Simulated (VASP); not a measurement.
ZrC3:

```xyz
4
Lattice="2.4628 1.4219 2.3388 -2.4628 1.4219 2.3388 0.0000 -2.8438 2.3388" Properties=species:S:1:pos:R:3 pbc="T T T"
Zr    0.0000    0.0000    3.0919
C    -1.8989    0.7109    2.1719
C     1.5652    1.2891    2.1719
C     0.3338   -2.0000    2.1719
```

* Program: VASP 6.6.1
* Task: relaxation of cell and atoms
* Functional: PBE
* Potentials or basis: VASP PAW PBE potentials, release 64 (Zr_sv, C)
* Cutoff: 600 eV
* k mesh: 6 × 6 × 6
* Occupations: gaussian, width 0.1 eV
* Spin: no spin polarisation

At the start: pressure -16.9 GPa; volume 12.29 Å³/atom.

Task: Where does the relaxation end?

Result: Over 27 steps the energy falls by 358.0 meV/atom and the volume is 11.28 Å³/atom (-8.2 %); space group R32 (No. 155, to 0.05 Å).

The path:
```tsv
step	energy change (eV)	largest force (eV/Å)	pressure (GPa)	volume (Å³)
1	0.0000	3.1164	-16.93	49.14
2	4.5433	28.8495	87.75	40.23
3	-0.3285	2.4117	-11.71	47.76
4	-0.5425	1.5860	-6.49	46.84
5	-0.6375	1.6797	2.64	45.56
6	-0.6408	1.6661	0.89	45.78
7	-1.0432	1.3384	1.23	45.11
8	-1.1541	1.7778	12.83	42.81
9	-1.3732	0.6988	3.99	44.12
10	-1.3910	0.3754	5.87	43.74
11	-1.3925	0.4300	5.51	43.81
12	-1.2931	2.0014	-8.99	46.56
13	-1.4089	0.3867	1.11	44.53
14	-1.4147	0.3229	-1.92	45.77
15	-1.4186	0.1726	-0.80	45.28
16	-1.4232	0.2009	0.28	45.13
17	-1.4244	0.2907	1.20	44.99
18	-1.4261	0.1887	1.02	45.00
19	-1.4280	0.1288	0.58	45.03
20	-1.4286	0.1204	0.41	45.07
21	-1.4300	0.0957	-0.10	45.21
22	-1.4305	0.0498	-1.12	45.49
23	-1.4307	0.0633	-0.81	45.40
24	-1.4314	0.0710	-0.33	45.32
25	-1.4314	0.1121	-0.14	45.29
26	-1.4320	0.0539	-0.01	45.21
27	-1.4322	0.0095	0.13	45.13
```

Final structure:
```yaml
crystal:
  lattice:
    - [2.23070, 1.28789, 2.61820]
    - [-2.23070, 1.28789, 2.61820]
    - [0.00000, -2.57579, 2.61820]
  atoms:
    - { symbol: Zr, position: [0.46755, 0.46755, 0.46755] }
    - { symbol: C, position: [0.96761, 0.77708, 0.15704] }
    - { symbol: C, position: [0.77708, 0.15704, 0.96761] }
    - { symbol: C, position: [0.15704, 0.96761, 0.77708] }
```
